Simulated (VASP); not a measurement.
# Al49O72 (a cell with a defect) in VASP: single point with PBEsol

Aim: the single point of Al49O72 (a cell with a defect) with PBEsol.

All numbers are computed with VASP 6.6.1; they aren't measurements. Logs are shortened: lines on timing, memory, paths and dates and some standing lists are left out, and cuts for length are marked.

## (1) The cell of the first run

The cell holds a defect, 121 atoms: a = 9.548 Å, b = 9.548 Å, c = 13.014 Å, α = 90.00°, β = 90.00°, γ = 120.00°.

## (2) Single point, PBEsol

Input file INCAR:

```
SYSTEM = Al49O72
PREC     = Accurate       ! precision mode
ENCUT    = 520            ! plane-wave cutoff, eV
EDIFF    = 1E-6           ! SCF threshold, eV
ISMEAR   = -1             ! smearing method
SIGMA    = 0.05           ! smearing width, eV
LREAL    = Auto         
LASPH    = .TRUE.         ! aspherical terms in the spheres
NELM     = 120            ! most SCF steps
ALGO     = Normal         ! electronic algorithm
ISIF     = 2              ! what is computed and relaxed
LWAVE    = .FALSE.        ! write WAVECAR
LCHARG   = .FALSE.        ! write CHGCAR
GGA      = PS             ! functional
NBANDS   = 356            ! bands
NELECT   = 580.0        
ISYM     = -1           
GGA_COMPAT= .FALSE.
```

Input file KPOINTS:

```
explicit points
1
Reciprocal
  0.25000000   0.25000000   0.25000000 1
```

Input file POSCAR:

```
Al49O72
1.0
    9.5478620000      0.0000000000      0.0000000000
   -4.7739310000      8.2686910000      0.0000000000
    0.0000000000      0.0000000000     13.0135760000
Al O
49 72
Direct
    0.3331900000      0.1685990000      0.1861760000
    0.3315580000      0.6680520000      0.1839840000
    0.8329850000      0.1685920000      0.1839000000
    0.8332410000      0.6673720000      0.1849730000
    0.1659510000      0.3350570000      0.0193550000
    0.1663000000      0.8344140000      0.0189720000
[... 113 lines left out ...]
    0.6683630000      0.4881420000      0.9198840000
    0.6657990000      0.9880800000      0.9182890000
```

Potentials or basis: VASP PAW PBE potentials, release 64 (Al, O).

On the command line:

```console
cat potpaw_PBE.64/Al/POTCAR potpaw_PBE.64/O/POTCAR > POTCAR
mpirun -np 1 vasp_std > vasp.out
```

OUTCAR:

```text
SYSTEM = Al49O72
   PREC = Accurate
   ENCUT = 520
   EDIFF = 1E-6
   ISMEAR = -1
   LREAL = Auto
   LASPH = .TRUE.
   NELM = 120
   ISIF = 2
   GGA = PS
   NELECT = 580.0
   ISYM = -1

 ion  position               nearest neighbor table
   1  0.333  0.169  0.186-  50 1.85  62 1.86  60 1.86  90 1.97  54 1.98  66 1.99  41 2.65  24 2.79
                            23 2.80  21 2.80   9 3.20  11 3.21  10 3.25
   2  0.332  0.668  0.184-  63 1.85  61 1.86  51 1.86  67 1.96  55 1.97  91 1.97  42 2.64  23 2.80
                            22 2.80  24 2.82  10 3.19   9 3.24  12 3.29  20 3.35
   3  0.833  0.169  0.184-  64 1.83  58 1.85  52 1.85  68 1.97  56 1.97  92 1.97  43 2.64  22 2.79
                            23 2.80  21 2.81  12 3.17   9 3.21  11 3.26
   4  0.833  0.667  0.185-  59 1.85  53 1.85  65 1.86  57 1.97  69 1.97  93 1.98  44 2.64  22 2.79
                            24 2.80  21 2.81  10 3.22  11 3.22  12 3.24
   5  0.166  0.335  0.019-  92 1.85  66 1.86  55 1.86 106 1.95 118 1.97  82 1.98  45 2.65  43 2.80
                            42 2.80  41 2.81  21 3.21  22 3.21  24 3.23
   6  0.166  0.834  0.019-  93 1.85  67 1.85  54 1.86 107 1.95  83 1.97 119 1.98  46 2.65  44 2.79
                            42 2.79  41 2.79  21 3.22  22 3.22  23 3.22
   7  0.667  0.335  0.019-  68 1.85  57 1.86  90 1.86 120 1.95  84 1.96 108 1.97  47 2.66  43 2.80
                            41 2.81  44 2.81  22 3.20  24 3.22  23 3.22
   8  0.666  0.835  0.021-  56 1.85  69 1.85  91 1.85  85 1.96 109 1.97 121 1.98  48 2.62  44 2.80
                            43 2.80  42 2.81  21 3.21  23 3.21  24 3.22
   9  0.165  0.332  0.312-  62 1.85  58 1.85  51 1.88 102 1.91  74 1.94  78 1.99  13 2.64  18 2.75
                            20 2.81  17 2.81   1 3.20   3 3.21   2 3.24
  10  0.166  0.831  0.313-  59 1.85  63 1.86  50 1.88 103 1.92  79 1.96  75 1.97  14 2.66  17 2.80
                            18 2.80  19 2.82   2 3.19   4 3.22   1 3.25  37 3.33
  11  0.665  0.336  0.315-  53 1.86  60 1.87 104 1.88  64 1.90  80 1.95  76 2.11  15 2.67  19 2.81
                            18 2.81  20 2.97   1 3.21   4 3.22   3 3.26
  12  0.674  0.844  0.313-  52 1.83  77 1.85  65 1.86  61 1.89 105 1.96  81 1.99  16 2.66  20 2.70
                            17 2.73  19 2.77   3 3.17   4 3.24   2 3.29
  13  0.163  0.334  0.514-  98 1.83  96 1.88  71 1.89  78 1.94 102 1.96  74 2.04   9 2.64  39 2.70
                            38 2.83  37 2.89  49 2.91  26 3.23  25 3.28
  14  0.160  0.825  0.518-  97 1.79  70 1.81  99 1.81  75 1.93  79 1.96 103 1.97  37 2.65  10 2.66
                            38 2.72  40 2.74  26 3.20  25 3.21  27 3.31
  15  0.672  0.303  0.518- 100 1.80  73 1.81  80 1.85  94 1.87  76 1.88 104 2.14  49 2.53  39 2.61
                            11 2.67  40 3.00  37 3.03  27 3.07  26 3.20  19 3.31  35 3.31
  16  0.670  0.836  0.517-  95 1.84 101 1.87  72 1.88  77 1.93  81 1.98 105 2.01  12 2.66  39 2.74
                            38 2.83  40 2.88  28 3.08  25 3.22  27 3.24  49 3.26
  17  0.999  0.998  0.348-  74 1.83 105 1.84  79 1.86  65 1.95  50 1.96  58 2.00  21 2.63  12 2.73
                            10 2.80   9 2.81  37 3.09  39 3.18  40 3.24
  18  0.001  0.496  0.349- 104 1.81  78 1.85  75 1.86  51 1.95  64 1.98  59 2.01  22 2.63   9 2.75
                            10 2.80  11 2.81  40 3.17  38 3.25  39 3.26
  19  0.502  0.001  0.352-  76 1.84  81 1.85 103 1.86  60 1.98  52 1.98  63 2.00  23 2.66  12 2.77
                            11 2.81  10 2.82  37 3.18  38 3.21  39 3.28  15 3.31
  20  0.498  0.524  0.350-  61 1.86 102 1.99  77 2.00  62 2.06  53 2.07  49 2.30  80 2.60  24 2.64
                            12 2.70   9 2.81  11 2.97  38 3.13  40 3.24   2 3.35
  21  0.000  0.002  0.146-  66 1.85  93 1.86  56 1.86  65 1.93  58 1.95  50 1.99  17 2.63   1 2.80
                             3 2.81   4 2.81   8 3.21   5 3.21   6 3.22
  22  0.998  0.500  0.147-  57 1.85  92 1.86  67 1.87  51 1.94  59 1.96  64 1.96  18 2.63   3 2.79
                             4 2.79   2 2.80   7 3.20   5 3.21   6 3.22
  23  0.499  0.001  0.148-  91 1.86  54 1.86  68 1.86  52 1.96  60 1.96  63 1.97  19 2.66   2 2.80
                             3 2.80   1 2.80   8 3.21   7 3.22   6 3.22
  24  0.500  0.500  0.148-  90 1.86  69 1.86  55 1.87  53 1.94  62 1.94  61 2.00  20 2.64   1 2.79
[... 35 lines left out ...]
  42  0.332  0.668  0.981- 107 1.85  85 1.86 118 1.86  67 1.96  55 1.97  91 1.97   2 2.64   6 2.79
                             5 2.80   8 2.81  32 3.21  31 3.22  30 3.23
  43  0.833  0.168  0.981- 121 1.85 108 1.86  82 1.86  92 1.95  56 1.96  68 1.97   3 2.64   5 2.80
                             7 2.80   8 2.80  30 3.22  31 3.23  29 3.23
  44  0.834  0.670  0.982- 120 1.85  83 1.85 109 1.86  93 1.95  57 1.97  69 1.97   4 2.64   6 2.79
                             8 2.80   7 2.81  32 3.18  30 3.22  29 3.23
  45  0.166  0.335  0.816-  86 1.85 111 1.86 114 1.87  82 1.96 106 1.98 118 1.98   5 2.65  29 2.79
                            30 2.81  32 2.83  35 3.21  33 3.25  34 3.29
  46  0.164  0.837  0.816- 110 1.84  87 1.85 115 1.85 119 1.96  83 1.97 107 1.99   6 2.65  29 2.76
                            31 2.80  30 2.81  34 3.12  36 3.26  33 3.26
  47  0.665  0.333  0.815-  88 1.83 116 1.86 113 1.86 108 1.98  84 1.99 120 2.00   7 2.66  31 2.78
                            32 2.79  30 2.80  33 3.16  36 3.23  35 3.26
  48  0.668  0.840  0.819- 117 1.84 112 1.86  89 1.88 121 1.92 109 1.96  85 1.98   8 2.62  29 2.77
                            31 2.79  32 2.87  28 3.12  35 3.20  34 3.33  36 3.35
  49  0.508  0.444  0.515-  73 1.89  98 1.91  80 1.95  28 2.23  20 2.30  15 2.53  37 2.60  77 2.66
                            40 2.80  13 2.91  33 3.17  16 3.26
  50  0.154  0.999  0.248-   1 1.85  10 1.88  17 1.96  21 1.99
  51  0.149  0.499  0.245-   2 1.86   9 1.88  22 1.94  18 1.95
  52  0.653  0.002  0.247-  12 1.83   3 1.85  23 1.96  19 1.98
  53  0.652  0.501  0.247-   4 1.85  11 1.86  24 1.94  20 2.07
  54  0.333  0.015  0.084-  23 1.86   6 1.86  41 1.96   1 1.98
[... 315 lines left out ...]
   number of dos      NEDOS =    301   number of ions     NIONS =    121
   total plane-waves  NPLWV = 508032
   dimension x,y,z NGX =    72 NGY =   72 NGZ =   98
   dimension x,y,z NGXF=   144 NGYF=  144 NGZF=  196
   ions per type =              49  72
   NGX,Y,Z   is equivalent  to a cutoff of  12.54, 12.54, 12.52 a.u.
   NGXF,Y,Z  is equivalent  to a cutoff of  25.07, 25.07, 25.04 a.u.
 SYSTEM =  Al49O72
   PREC   = accura    normal or accurate (medium, high low for compatibility)
   ISTART =      0    job   : 0-new  1-cont  2-samecut
   ICHARG =      2    charge: 1-file 2-atom 10-const
   ISPIN  =      1    spin polarized calculation?
   LNONCOLLINEAR =      F non collinear calculations
   LSORBIT =      F    spin-orbit coupling
   LASPH  =      T    aspherical Exc in radial PAW
   ENCUT  =  520.0 eV  38.22 Ry    6.18 a.u.  17.75 17.75 24.20*2*pi/ulx,y,z
   NELM   =    120;   NELMIN=  2; NELMDL= -5     # of ELM steps
   EDIFF  = 0.1E-05   stopping-criterion for ELM
   LREAL  =      T    real-space projection
   EDIFFG = 0.1E-04   stopping-criterion for IOM
   NSW    =      0    number of steps for IOM
   IBRION =     -1    ionic relax: 0-MD 1-quasi-New 2-CG
   NFREE  =      0    steps in history (QN), initial steepest desc. (CG)
   ISIF   =      2    stress and relaxation
   ISYM   =     -1    0-nonsym 1-usesym 2-fastsym
   POTIM  = 0.5000    time-step for ionic-motion
   TEBEG  =    0.0;   TEEND  =   0.0 temperature during run
   PSTRESS=    0.0 pullay stress
   NELECT =     580.0000    total number of electrons
   NUPDOWN=      -1.0000    fix difference up-down
   EMIN   =  10.00;   EMAX   =-10.00  energy-range for DOS
   EFERMI =   0.00;   METHOD = LEGACY
   ISMEAR =    -1;   SIGMA  =   0.05  broadening in eV -4-tet -1-fermi 0-gaus
   EFERMI_NEDOS =   21; number of points for ismear=-14 and -15
   IALGO  =     38    algorithm
   IMIX   =      4    mixing-type and parameters
     AMIX     =   0.40;   BMIX     =  1.00
     AMIX_MAG =   1.60;   BMIX_MAG =  1.00
  volume/ion in A,a.u.               =       8.49        57.30
  Fermi-wavevector in a.u.,A,eV,Ry     =   1.353020  2.556838 24.907695  1.830664
  Thomas-Fermi vector in A             =   2.480310
   LORBIT       =      0    0 simple, 1 ext, 2 COOP (PROOUT), +10 PAW based schemes
   GGA     = PS    functional components
   LHFCALC =     F    Hartree Fock is set to
   AEXX    =    0.0000 exact exchange contribution
   IVDW    =     0    specifies the selected vdW correction
   LEPSILON=     F    determine dielectric tensor
   LRPA    =     F    only Hartree local field effects (RPA)
 non-spin polarized calculation
  energy-cutoff  :      520.00
  volume of cell :     1027.40
 maximum number of plane-waves:     27659
 NGX is ok and might be reduce to    70
   NGX = 35   NGY = 35   NGZ = 49

 number of electron     579.9999974 magnetization

 Free energy of the ion-electron system (eV)
  ---------------------------------------------------
  ext. energy  EPLUGINS =         0.00000000
  ---------------------------------------------------
  free energy    TOTEN  =      -925.16831722 eV

  energy without entropy =     -925.16831689  energy(sigma->0) =     -925.16831705

 E-fermi :  12.3598     XC(G=0): -11.9703

 val. band max:       11.5524602849   @ k =   0.2500   0.2500   0.2500
 cond. band min:      13.1671748918   @ k =   0.2500   0.2500   0.2500
 fundamental gap:      1.6147146069
 Fermi energy:        12.3598170021

 k-point     1 :       0.2500    0.2500    0.2500
  band No.  band energies     occupation
      1     -12.9388      2.00000
      2     -12.7158      2.00000
      3     -12.6845      2.00000
      4     -12.6202      2.00000
      5     -12.4741      2.00000
      6     -12.3578      2.00000
[... 294 lines left out ...]
    301      15.1570      0.00000
    302      15.2100      0.00000
 [bands above 302 left out]

------------------------ aborting loop because EDIFF is reached ----------------------------------------

  FORCE on cell =-STRESS in cart. coord.  units (eV):
  Direction    XX          YY          ZZ          XY          YZ          ZX
  --------------------------------------------------------------------------------------
  -------------------------------------------------------------------------------------
  Total       62.4443863     62.2527149     48.5106690     -8.3324969      0.8797122     -0.8776423
  in kB       97.3788038     97.0799021     75.6498895    -12.9940997      1.3718659     -1.3686379
  external PRESSURE =      90.0361985 kB  Pullay stress =       0.0000000 kB

 VOLUME and BASIS-vectors are now :
 -----------------------------------------------------------------------------
  energy-cutoff  :      520.00
  volume of cell :     1027.40
      direct lattice vectors                 reciprocal lattice vectors
     9.547862000  0.000000000  0.000000000     0.104735489  0.060469063  0.000000000
    -4.773931000  8.268691000  0.000000000     0.000000000  0.120938127  0.000000000
     0.000000000  0.000000000 13.013576000     0.000000000  0.000000000  0.076842829

 POSITION                                       TOTAL-FORCE (eV/Angst)
 -----------------------------------------------------------------------------------
      2.37637      1.39409      2.42282         0.005689      0.002917     -0.009234
     -0.02356      5.52392      2.39429         0.003564      0.005545     -0.001919
      7.14838      1.39404      2.39320        -0.002978     -0.006607     -0.000482
      4.76968      5.51829      2.40716        -0.001000      0.001681     -0.005068
     -0.01506      2.77048      0.25188         0.000162      0.000917     -0.000290
     -2.39563      6.89951      0.24689         0.002524      0.002614      0.004690
[... 113 lines left out ...]
      4.05108      4.03630     11.97098         0.001381     -0.008481      0.001024
      1.63993      8.17013     11.95022         0.001631      0.000130      0.000739
 -----------------------------------------------------------------------------------
    total drift:                                0.023913     -0.045539     -0.001161

  FREE ENERGIE OF THE ION-ELECTRON SYSTEM (eV)
  ---------------------------------------------------
  free  energy   TOTEN  =      -925.1683172205 eV

  energy  without entropy=     -925.1683168874  energy(sigma->0) =     -925.16831705
```

Run time: 14 min. Hardware: 1 thread of Intel Xeon Platinum 8259CL at 2.50GHz (Skylake/Cascade Lake), shared host; peak memory 1.1 GiB.

What came out:

- Free energy: -925.1683 eV
- Largest force: 0.058 eV/Å

Forces in eV/Å, atoms in the order of the input:
```
Al   0.006  0.003 -0.009
Al   0.004  0.006 -0.002
Al  -0.003 -0.007  0.000
Al  -0.001  0.002 -0.005
Al   0.000  0.001  0.000
Al   0.003  0.003  0.005
Al  -0.005  0.005  0.001
Al  -0.004  0.000  0.005
Al  -0.009 -0.005 -0.006
Al   0.000  0.002 -0.004
Al   0.000 -0.015 -0.008
Al  -0.013  0.008 -0.014
Al  -0.021 -0.001  0.005
Al   0.000 -0.003 -0.019
Al   0.029 -0.016  0.012
Al   0.001  0.011 -0.009
Al   0.003 -0.001 -0.008
Al   0.000 -0.003 -0.013
Al  -0.003 -0.004 -0.014
Al   0.008 -0.018 -0.055
Al  -0.003  0.001 -0.002
Al  -0.003 -0.003  0.000
Al   0.005  0.003  0.005
Al  -0.002  0.010 -0.008
Al   0.001 -0.009  0.008
Al  -0.001  0.008  0.011
Al   0.010 -0.018 -0.003
Al   0.014 -0.020  0.003
Al   0.004 -0.008  0.005
Al   0.002  0.006  0.004
Al  -0.006  0.002  0.016
Al  -0.005  0.016 -0.007
Al  -0.009 -0.017 -0.003
Al  -0.004 -0.009  0.014
Al   0.004  0.005  0.005
Al  -0.001  0.005  0.010
Al  -0.006 -0.023 -0.006
Al  -0.006  0.024 -0.006
Al   0.001  0.005  0.004
Al   0.023  0.027 -0.009
Al  -0.002  0.004  0.008
Al   0.002  0.003  0.005
Al   0.002  0.000  0.009
Al  -0.006 -0.001  0.001
Al   0.009  0.013  0.003
Al  -0.009 -0.006  0.004
Al   0.006  0.003  0.018
Al   0.008 -0.007  0.005
Al  -0.016 -0.011 -0.020
O   -0.015 -0.005  0.011
O    0.004 -0.005  0.010
O   -0.001 -0.005 -0.004
O   -0.006 -0.001  0.004
O    0.000  0.002 -0.004
O   -0.001  0.000  0.000
O   -0.002  0.006  0.001
O   -0.006  0.004  0.000
O    0.002 -0.006  0.003
O   -0.001 -0.013  0.002
O    0.009 -0.004  0.000
O   -0.001  0.004  0.004
O    0.013  0.020  0.012
O    0.008  0.006  0.005
O   -0.005  0.010  0.011
O   -0.006 -0.007  0.007
O    0.003  0.007  0.000
O    0.004 -0.001  0.000
O    0.003  0.000 -0.001
O    0.008 -0.005  0.002
O    0.004  0.011  0.001
O    0.004  0.003  0.004
O   -0.010  0.003 -0.011
O   -0.005  0.015  0.045
O   -0.005  0.003 -0.002
O    0.003  0.005  0.009
O    0.007  0.001 -0.001
O    0.000 -0.011  0.008
O   -0.002 -0.001 -0.003
O    0.004  0.000  0.010
O    0.007  0.016 -0.029
O    0.002  0.006 -0.002
O    0.002  0.002  0.000
O    0.008  0.004 -0.005
O    0.002  0.007 -0.005
O    0.008 -0.002  0.000
O   -0.002  0.005 -0.005
O    0.002  0.002 -0.006
O   -0.001  0.004 -0.007
O   -0.004  0.001 -0.006
O    0.001 -0.004 -0.002
O   -0.002 -0.006 -0.001
O   -0.004 -0.003  0.002
O   -0.007 -0.005  0.002
O   -0.003 -0.002 -0.003
O   -0.028  0.039 -0.018
O   -0.009  0.001 -0.006
O   -0.008  0.003  0.000
O    0.009  0.016  0.033
O   -0.001  0.005  0.000
O   -0.005 -0.009 -0.016
O    0.011  0.006  0.008
O    0.006 -0.012  0.008
O    0.002 -0.007  0.010
O    0.003 -0.002  0.006
O   -0.011 -0.016  0.000
O    0.000 -0.004 -0.002
O   -0.006  0.005 -0.007
O   -0.008 -0.001 -0.007
O   -0.006 -0.004 -0.003
O    0.006  0.009 -0.008
O   -0.006 -0.019  0.015
O    0.010 -0.009 -0.005
O    0.009  0.005 -0.004
O   -0.002 -0.011 -0.001
O   -0.011 -0.006 -0.001
O   -0.012 -0.004 -0.001
O    0.023  0.006  0.011
O    0.008 -0.007 -0.003
O    0.004 -0.004 -0.004
O    0.001 -0.008  0.001
O    0.002  0.000  0.001
```

Caveat: the cell carries a net charge on a neutralising background, which shifts energy and pressure; the cell is charged against a uniform background, so pressure and absolute levels hang on convention; the PAW data sets were made with another functional, which shifts forces and pressure a little.
